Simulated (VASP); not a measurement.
Set up this calculation in VASP 6.6.1, as the native input.

```yaml
Task: single point
Functional: PBE
Potentials_or_basis: VASP PAW PBE potentials, release 64 (Li_sv, H)
Cutoff: 520 eV
k_mesh: 4 × 4 × 4
Occupations: gaussian, width 0.1 eV
Spin: no spin polarisation
Dipole_correction: no
Further_INCAR_settings: ALGO = Normal; EDIFF = 1e-06; NBANDS = 9
```

The structure of LiH lies in POSCAR:

```
LiH
1.0
    0.0000000000      2.0086193919      2.0086193919
    2.0086193919      0.0000000000      2.0086193919
    2.0086193919      2.0086193919      0.0000000000
Li H
1 1
Direct
    0.0000000000      0.0000000000      0.0000000000
    0.5000000000      0.5000000000      0.5000000000
```

These files were run (other wordings do the same):

INCAR

```
PREC = Accurate
ENCUT = 520
EDIFF = 1E-6
ISMEAR = 0
SIGMA = 0.1
LREAL = F
LASPH = T
NELM = 60
ALGO = Normal
ISIF = 2
LWAVE = F
LCHARG = F
GGA = PE
NBANDS = 9
```

KPOINTS

```
Automatic mesh
0
Gamma
  4 4 4
```

Potentials or basis: VASP PAW PBE potentials, release 64 (Li_sv, H).

Launch:

```console
$ cat potpaw_PBE.64/Li_sv/POTCAR potpaw_PBE.64/H/POTCAR > POTCAR
$ mpirun -np 1 vasp_std > vasp.out
```

It gave:

The band gap on the k mesh is 2.97 eV, direct.

Caveat: the k points lie up to 0.68 Å⁻¹ apart.

Wall time 3.7 s on 1 thread of Intel(R) Xeon(R) Platinum 8375C CPU @ 2.90GHz (Ice Lake), on a shared host, peak memory 0.12 GiB.
